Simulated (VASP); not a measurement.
Ta, 1 atom in the cell. Symmetry: Fmmm, No. 69, orthorhombic system. The conventional cell has a = 3.303 Å, b = 4.647 Å, c = 4.694 Å, α = 90.00°, β = 90.00°, γ = 90.00°. Ta (site symmetry mmm) has 14 Ta at 2.85 to 3.30 Å within 3.8 Å.  This cell differs from its parent crystal: strain -0.0100 x Voigt [0, 0, 0, 0, 1, 0].

```yaml
Program: VASP 6.6.1
Task: single point
Functional: PBE
Potentials_or_basis: VASP PAW PBE potentials, release 64 (Ta_pv)
Cutoff: 520 eV
k_mesh: 20 × 20 × 20
Occupations: gaussian, width 0.15 eV
Spin: no spin polarisation
Dipole_correction: no
Further_INCAR_settings: ALGO = Fast; EDIFF = 1e-07; NBANDS = 12
```

Potentials or basis: VASP PAW PBE potentials, release 64 (Ta_pv).

The run is started by

```sh
$ cat potpaw_PBE.64/Ta_pv/POTCAR > POTCAR
$ mpirun -np 1 vasp_std > vasp.out
```

Hardware: 1 thread of Intel(R) Xeon(R) Platinum 8488C (Sapphire Rapids), with other jobs on the host.

Q: How long does it take, and how much memory?

A: Run time: 2.3 min on 1 thread of Intel(R) Xeon(R) Platinum 8488C (Sapphire Rapids) (shared host), peak memory 0.35 GiB. Counts: scf iterations 15, k points 1166.
